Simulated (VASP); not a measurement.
# W in VASP: single point with PBE+D3(BJ)

Aim: the single point of W with PBE+D3(BJ).

All numbers are computed with VASP 6.6.1; they aren't measurements. Logs are shortened: lines on timing, memory, paths and dates and some standing lists are left out, and cuts for length are marked.

**1. The cell of the first run**

The cell holds a slab with vacuum, 20 atoms: a = 6.319 Å, b = 6.319 Å, c = 22.319 Å, α = 90.00°, β = 90.00°, γ = 90.00°.

**2. Single point, PBE+D3(BJ)**

File INCAR:

```
  ALGO = Normal
  DIPOL = 0.5 0.5 0.499
  EDIFF = 1E-7
  ENCUT = 520
  GGA = PE
  IDIPOL = 3
  ISIF = 2
  ISMEAR = 0
  IVDW = 12
  LASPH = True
  LCHARG = False
  LDIPOL = True
  LREAL = Auto
  LWAVE = False
  NBANDS = 156
  NELM = 60
  PREC = Accurate
  SIGMA = 0.1
```

File KPOINTS:

```
k-points
0
Gamma
  3 3 1
```

File POSCAR:

```
W
1.0
    6.3187499463      0.0000000000      0.0000000000
    0.0000000000      6.3187499463      0.0000000000
    0.0000000000      0.0000000000     22.3187499463
W
20
Direct
    0.2500000000      0.7500000000      0.3584430140
    0.2500000000      0.2500000000      0.3584430140
    0.7500000000      0.7500000000      0.3584430140
    0.7500000000      0.2500000000      0.3584430140
    0.5000000000      0.5000000000      0.4292215070
    0.5000000000      0.0000000000      0.4292215070
    0.0000000000      0.5000000000      0.4292215070
    0.0000000000      0.0000000000      0.4292215070
    0.7500000000      0.2500000000      0.4988136948
    0.7500000000      0.7500000000      0.4988136948
    0.2500000000      0.2500000000      0.4988136948
    0.2500000000      0.7500000000      0.4988136948
    0.0000000000      0.0000000000      0.5725173894
    0.0000000000      0.5000000000      0.5725173894
    0.5000000000      0.0000000000      0.5725173894
    0.5000000000      0.5000000000      0.5725173894
    0.2500000000      0.7500000000      0.6355471219
    0.2500000000      0.2500000000      0.6355471219
    0.7500000000      0.7500000000      0.6355471219
    0.7500000000      0.2500000000      0.6355471219
```

Potentials or basis: VASP PAW PBE potentials, release 64 (W_sv).

Launch:

```console
$ cat potpaw_PBE.64/W_sv/POTCAR > POTCAR
$ mpirun -np 1 vasp_std > vasp.out
```

OUTCAR:

```text
EDIFF = 1E-7
   ENCUT = 520
   GGA = PE
   ISIF = 2
   ISMEAR = 0
   IVDW = 12
   LASPH = True
   LREAL = Auto
   NELM = 60
   PREC = Accurate
 IVDW          = 12

 ion  position               nearest neighbor table
   1  0.250  0.750  0.358-   5 2.74   6 2.74   7 2.74   8 2.74  12 3.13   3 3.16   2 3.16   2 3.16
                             3 3.16
   2  0.250  0.250  0.358-   5 2.74   6 2.74   7 2.74   8 2.74  11 3.13   4 3.16   1 3.16   1 3.16
                             4 3.16
   3  0.750  0.750  0.358-   5 2.74   6 2.74   7 2.74   8 2.74  10 3.13   4 3.16   1 3.16   4 3.16
                             1 3.16
   4  0.750  0.250  0.358-   5 2.74   6 2.74   7 2.74   8 2.74   9 3.13   3 3.16   2 3.16   3 3.16
                             2 3.16
   5  0.500  0.500  0.429-   9 2.72  10 2.72  11 2.72  12 2.72   1 2.74   2 2.74   3 2.74   4 2.74
                             6 3.16   7 3.16   6 3.16   7 3.16  16 3.20
   6  0.500  0.000  0.429-   9 2.72  10 2.72  11 2.72  12 2.72   1 2.74   2 2.74   3 2.74   4 2.74
                             5 3.16   8 3.16   5 3.16   8 3.16  15 3.20
   7  0.000  0.500  0.429-   9 2.72  10 2.72  11 2.72  12 2.72   1 2.74   2 2.74   3 2.74   4 2.74
                             5 3.16   8 3.16   8 3.16   5 3.16  14 3.20
   8  0.000  0.000  0.429-   9 2.72  10 2.72  11 2.72  12 2.72   1 2.74   2 2.74   3 2.74   4 2.74
                             6 3.16   7 3.16   7 3.16   6 3.16  13 3.20
   9  0.750  0.250  0.499-   5 2.72   6 2.72   7 2.72   8 2.72  13 2.77  14 2.77  15 2.77  16 2.77
[... 30 lines left out ...]
 A1 = (   6.3187499463,   0.0000000000,   0.0000000000)
 A2 = (   0.0000000000,   6.3187499463,   0.0000000000)
 A3 = (   0.0000000000,   0.0000000000,  22.3187499463)

Analysis of symmetry for initial positions (statically):
=====================================================================
 Subroutine PRICEL returns following result:

  LATTYP: Found a simple tetragonal cell.
 ALAT       =     3.1593749731
 C/A-ratio  =     7.0642928225

  Lattice vectors:

 A1 = (   3.1593749731,   0.0000000000,   0.0000000000)
 A2 = (   0.0000000000,   3.1593749731,   0.0000000000)
 A3 = (   0.0000000000,   0.0000000000,  22.3187499463)

   4 primitive cells build up your supercell.

 Routine SETGRP: Setting up the symmetry group for a
 simple tetragonal supercell.

 Subroutine GETGRP returns: Found  8 space group operations
 (whereof  8 operations were pure point group operations)
 out of a pool of 16 trial point group operations.

The static configuration has the point symmetry C_4v.

Analysis of symmetry for dynamics (positions and initial velocities):
=====================================================================
 Subroutine PRICEL returns following result:

  LATTYP: Found a simple tetragonal cell.
 ALAT       =     3.1593749731
 C/A-ratio  =     7.0642928225

  Lattice vectors:

 A1 = (   3.1593749731,   0.0000000000,   0.0000000000)
 A2 = (   0.0000000000,   3.1593749731,   0.0000000000)
 A3 = (   0.0000000000,   0.0000000000,  22.3187499463)

   4 primitive cells build up your supercell.

 Routine SETGRP: Setting up the symmetry group for a
 simple tetragonal supercell.

 Subroutine GETGRP returns: Found  8 space group operations
 (whereof  8 operations were pure point group operations)
 out of a pool of 16 trial point group operations.

The dynamic configuration has the point symmetry C_4v.

 Subroutine INISYM returns: Found  8 space group operations
 (whereof  8 operations are pure point group operations),
 and found     4 'primitive' translations

----------------------------------------------------------------------------------------

                                     Primitive cell

  volume of cell :     222.7780

  direct lattice vectors                    reciprocal lattice vectors
     3.159374973  0.000000000  0.000000000     0.316518301  0.000000000  0.000000000
     0.000000000  3.159374973  0.000000000     0.000000000  0.316518301  0.000000000
     0.000000000  0.000000000 22.318749946     0.000000000  0.000000000  0.044805377

  length of vectors
     3.159374973  3.159374973 22.318749946     0.316518301  0.316518301  0.044805377

  position of ions in fractional coordinates (direct lattice)
     0.500000000  0.500000000  0.358443014
     0.000000000  0.000000000  0.429221507
     0.500000000  0.500000000  0.498813695
     0.000000000  0.000000000  0.572517389
     0.500000000  0.500000000  0.635547122

  ion indices of the primitive-cell ions
   primitive index   ion index
                 1           1
                 2           5
                 3          12
                 4          13
                 5          17

----------------------------------------------------------------------------------------

 KPOINTS: k-points

Automatic generation of k-mesh.
 Grid dimensions read from file:
 generate k-points for:    3    3    1

 Generating k-lattice:

  Cartesian coordinates                     Fractional coordinates (reciprocal lattice)
     0.052753050  0.000000000  0.000000000     0.333333333  0.000000000  0.000000000
     0.000000000  0.052753050  0.000000000     0.000000000  0.333333333  0.000000000
     0.000000000  0.000000000  0.044805377     0.000000000  0.000000000  1.000000000

  Length of vectors
     0.052753050  0.052753050  0.044805377

  Shift w.r.t. Gamma in fractional coordinates (k-lattice)
     0.000000000  0.000000000  0.000000000

 Subroutine IBZKPT returns following result:
 ===========================================

 Found      3 irreducible k-points:

 Following reciprocal coordinates:
            Coordinates               Weight
  0.000000  0.000000  0.000000      1.000000
  0.333333  0.000000  0.000000      4.000000
  0.333333  0.333333  0.000000      4.000000
   k-points           NKPTS =      3   k-points in BZ     NKDIM =      3   number of bands    NBANDS=    156
   number of dos      NEDOS =    301   number of ions     NIONS =     20
   total plane-waves  NPLWV = 387072
   dimension x,y,z NGX =    48 NGY =   48 NGZ =  168
   dimension x,y,z NGXF=    96 NGYF=   96 NGZF=  336
   ions per type =              20
   NGX,Y,Z   is equivalent  to a cutoff of  12.63, 12.63, 12.51 a.u.
   NGXF,Y,Z  is equivalent  to a cutoff of  25.26, 25.26, 25.03 a.u.
 SYSTEM =  unknown system
   PREC   = accura    normal or accurate (medium, high low for compatibility)
   ISTART =      0    job   : 0-new  1-cont  2-samecut
   ICHARG =      2    charge: 1-file 2-atom 10-const
   ISPIN  =      1    spin polarized calculation?
   LNONCOLLINEAR =      F non collinear calculations
   LSORBIT =      F    spin-orbit coupling
   LASPH  =      T    aspherical Exc in radial PAW
   ENCUT  =  520.0 eV  38.22 Ry    6.18 a.u.  11.75 11.75 41.50*2*pi/ulx,y,z
   NELM   =     60;   NELMIN=  2; NELMDL= -5     # of ELM steps
   EDIFF  = 0.1E-06   stopping-criterion for ELM
   LREAL  =      T    real-space projection
   EDIFFG = 0.1E-05   stopping-criterion for IOM
   NSW    =      0    number of steps for IOM
   IBRION =     -1    ionic relax: 0-MD 1-quasi-New 2-CG
   NFREE  =      0    steps in history (QN), initial steepest desc. (CG)
   ISIF   =      2    stress and relaxation
   ISYM   =      2    0-nonsym 1-usesym 2-fastsym
   POTIM  = 0.5000    time-step for ionic-motion
   TEBEG  =    0.0;   TEEND  =   0.0 temperature during run
   PSTRESS=    0.0 pullay stress
   NELECT =     280.0000    total number of electrons
   NUPDOWN=      -1.0000    fix difference up-down
   EMIN   =  10.00;   EMAX   =-10.00  energy-range for DOS
   EFERMI =   0.00;   METHOD = LEGACY
   ISMEAR =     0;   SIGMA  =   0.10  broadening in eV -4-tet -1-fermi 0-gaus
   EFERMI_NEDOS =   21; number of points for ismear=-14 and -15
   IALGO  =     38    algorithm
   IMIX   =      4    mixing-type and parameters
     AMIX     =   0.40;   BMIX     =  1.00
     AMIX_MAG =   1.60;   BMIX_MAG =  1.00
  volume/ion in A,a.u.               =      44.56       300.68
  Fermi-wavevector in a.u.,A,eV,Ry     =   1.112970  2.103208 16.853565  1.238702
  Thomas-Fermi vector in A             =   2.249550
   LORBIT       =      0    0 simple, 1 ext, 2 COOP (PROOUT), +10 PAW based schemes
   GGA     = PE    functional components
   LHFCALC =     F    Hartree Fock is set to
   AEXX    =    0.0000 exact exchange contribution
   IVDW    =    12    specifies the selected vdW correction
   LEPSILON=     F    determine dielectric tensor
   LRPA    =     F    only Hartree local field effects (RPA)
 non-spin polarized calculation
 Gauss-broadening in eV      SIGMA  =   0.10
  energy-cutoff  :      520.00
  volume of cell :      891.11
 maximum number of plane-waves:     24047
 NGX is ok and might be reduce to    48
   NGX = 23   NGY = 23   NGZ = 83

 dipolmoment           0.000000      0.000000      0.000836 electrons x Angstroem

 number of electron     279.9999999 magnetization

 dipolmoment           0.000000      0.000000     -0.034947 electrons x Angstroem

 Free energy of the ion-electron system (eV)
  ---------------------------------------------------
  ext. energy  EPLUGINS =         0.00000000
  ---------------------------------------------------
  free energy    TOTEN  =      -238.16099318 eV

  energy without entropy =     -238.02009353  energy(sigma->0) =     -238.09054335

 E-fermi :   1.4702     XC(G=0):  -5.9157

 val. band max:        1.4603230788   @ k =   0.3333   0.3333   0.0000
 cond. band min:       1.4753034796   @ k =   0.0000   0.0000   0.0000
 fundamental gap:      0.0149804008
 Fermi energy:         1.4701903173

 k-point     1 :       0.0000    0.0000    0.0000
  band No.  band energies     occupation
      1     -72.6652      2.00000
      2     -72.6240      2.00000
      3     -72.6240      2.00000
      4     -72.6148      2.00000
      5     -72.6053      2.00000
      6     -72.5864      2.00000
[... 454 lines left out ...]
    151       2.5570      0.00000
    152       2.5570      0.00000
 [bands above 152 left out]

------------------------ aborting loop because EDIFF is reached ----------------------------------------

 vacuum level on the upper side and lower side of the slab       (xc-potential included)        -0.163        -0.008

 Edisp (eV)   -9.44023

 E8    (eV) :    -5.0296

  FORCE on cell =-STRESS in cart. coord.  units (eV):
  Direction    XX          YY          ZZ          XY          YZ          ZX
  --------------------------------------------------------------------------------------
  -------------------------------------------------------------------------------------
  Total     -21.37486   -21.37486    -7.42366     0.00000     0.00000    -0.00000
  in kB     -38.43100   -38.43100   -13.34739     0.00000     0.00000    -0.00000
  external pressure =      -30.07 kB  Pullay stress =        0.00 kB

 VOLUME and BASIS-vectors are now :
 -----------------------------------------------------------------------------
  energy-cutoff  :      520.00
  volume of cell :      891.11
      direct lattice vectors                 reciprocal lattice vectors
     6.318749946  0.000000000  0.000000000     0.158259151  0.000000000  0.000000000
     0.000000000  6.318749946  0.000000000     0.000000000  0.158259151  0.000000000
     0.000000000  0.000000000 22.318749946     0.000000000  0.000000000  0.044805377

 POSITION                                       TOTAL-FORCE (eV/Angst)
 -----------------------------------------------------------------------------------
      1.57969      4.73906      8.00000         0.000000     -0.000000      1.263612
      1.57969      1.57969      8.00000        -0.000000     -0.000000      1.263612
      4.73906      4.73906      8.00000         0.000000     -0.000000      1.263612
      4.73906      1.57969      8.00000        -0.000000     -0.000000      1.263612
      3.15937      3.15937      9.57969        -0.000000      0.000000     -1.318446
      3.15937      0.00000      9.57969        -0.000000      0.000000     -1.318446
[... 12 lines left out ...]
      4.73906      4.73906     14.18462        -0.000000      0.000000      0.051999
      4.73906      1.57969     14.18462        -0.000000      0.000000      0.051999
 -----------------------------------------------------------------------------------
    total drift:                                0.000000      0.000000     -0.011293

  FREE ENERGIE OF THE ION-ELECTRON SYSTEM (eV)
  ---------------------------------------------------
  free  energy   TOTEN  =      -247.6012195333 eV

  energy  without entropy=     -247.4603198801  energy(sigma->0) =     -247.53076971

 vacuum level on the upper side and lower side of the slab         5.448         5.608
```

Wall time 49 min (1 thread of Intel Xeon 8259CL, shared host); peak memory 0.88 GiB.

What came out:

```
Free energy                : -247.6012 eV
Largest force              : 1.318 eV/Å
Band gap on the k mesh     : zero (bands 140 and 141 overlap by 0.24 eV)
Dispersion energy per atom : -0.472 eV
```

Forces in eV/Å, atoms in the order of the input:
```
W    0.000  0.000  1.264
W    0.000  0.000  1.264
W    0.000  0.000  1.264
W    0.000  0.000  1.264
W    0.000  0.000 -1.318
W    0.000  0.000 -1.318
W    0.000  0.000 -1.318
W    0.000  0.000 -1.318
W    0.000  0.000  0.011
W    0.000  0.000  0.011
W    0.000  0.000  0.011
W    0.000  0.000  0.011
W    0.000  0.000 -0.008
W    0.000  0.000 -0.008
W    0.000  0.000 -0.008
W    0.000  0.000 -0.008
W    0.000  0.000  0.052
W    0.000  0.000  0.052
W    0.000  0.000  0.052
W    0.000  0.000  0.052
```

Caveat: spin-orbit coupling is left out, which moves the levels of the heavy elements.
